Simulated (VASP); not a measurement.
**Al5Co3Ru2: single point with PBE**

Al5Co3Ru2:

```
Al Co Ru
1.0
     2.92351    0.00000    0.00000
     0.00000    2.92351    0.00000
     0.00000    0.00000   14.57079
Al Co Ru
5 3 2
Direct
  0.00000 0.00000 0.59755
  0.00000 0.00000 0.80548
  0.00000 0.00000 0.00000
  0.00000 0.00000 0.19452
  0.00000 0.00000 0.40245
  0.50000 0.50000 0.90446
  0.50000 0.50000 0.09554
  0.50000 0.50000 0.50000
  0.50000 0.50000 0.70190
  0.50000 0.50000 0.29810
```

* Program: VASP 6.6.1
* Task: single point
* Functional: PBE
* Potentials or basis: VASP PAW PBE potentials, release 64 (Al, Co, Ru_pv)
* Cutoff: 600 eV
* k mesh: 8 × 8 × 2
* Occupations: gaussian, width 0.2 eV
* Spin: no spin polarisation

* Pressure: 0.3 GPa
* Largest force: 0.039 eV/Å
* Band gap on the k mesh: zero (bands 35 and 36 overlap by 1.78 eV)

Forces in eV/Å, atoms in the order of the input:
```
Al   0.000  0.000  0.031
Al   0.000  0.000 -0.039
Al   0.000  0.000  0.000
Al   0.000  0.000  0.039
Al   0.000  0.000 -0.031
Co   0.000  0.000  0.031
Co   0.000  0.000 -0.031
Co   0.000  0.000  0.000
Ru   0.000  0.000 -0.009
Ru   0.000  0.000  0.009
```

Stress tensor (GPa, compression positive):
```
0.38 0.00 0.00
0.00 0.38 0.00
0.00 0.00 0.02
```

Levels at points of the mesh, in eV from the Fermi level:
```
           k point  band 34  band 35  band 36  band 37  band 38  band 39
(0.00, 0.00, 0.00)    -0.25     0.49     0.50     0.92     1.21     2.66
(0.50, 0.00, 0.00)    -0.69    -0.27    -0.01     0.15     0.23     0.29
(0.50, 0.50, 0.00)     0.50     0.50     1.86     1.86     2.39     2.62
(0.00, 0.00, 0.50)    -0.34     0.49     0.50     0.91     1.37     2.11
(0.50, 0.00, 0.50)    -0.80    -0.19    -0.06     0.12     0.25     0.29
(0.50, 0.50, 0.50)     1.30     1.30     1.77     1.77     1.86     1.86
```

Wall time 6.1 min on 1 thread of Oxide Virtual Turin-like Processor, with other jobs on the host, peak memory 0.33 GiB.

Caveat: the run has no spin polarisation, though such a crystal can be magnetic. Spin polarisation is off, so any magnetic state and its effect on volume and gap are missing.
